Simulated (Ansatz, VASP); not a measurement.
Ge: VASP beside Ansatz

```
CELL_PARAMETERS angstrom
4.02269 0.00000 0.00000
-2.01134 3.48375 0.00000
0.00000 0.00000 18.86852
ATOMIC_POSITIONS crystal
Ge 0.33333 0.66667 0.27476
Ge 0.66667 0.33333 0.23849
Ge 0.22222 0.77778 0.52408
Ge 0.55556 0.44444 0.48781
```

Alike in both runs: task single point; functional PBE; dispersion D3(BJ); k mesh 9 × 9 × 1; occupations gaussian, width 0.1 eV; no spin polarisation.

|  | VASP | Ansatz |
| --- | --- | --- |
| version | VASP 6.6.1 | Ansatz 0.2.0 |
| potentials or method | VASP PAW PBE potentials, release 64 (Ge_d), cutoff 520 eV | scalar-relativistic, plane waves, PAW |
| valence electrons in the cell | 56 | 56 |

```csv
,VASP,Ansatz,Ansatz less VASP
gap on the k mesh at the Fermi level (eV),0.38,0.38,0.000
least direct gap on the mesh (eV),0.38,0.38,0.000
rms of the force components (eV/Å),0.055,0.055,-0.0001
```

Atom by atom the forces differ by 0.001 eV/Å (rms over components).
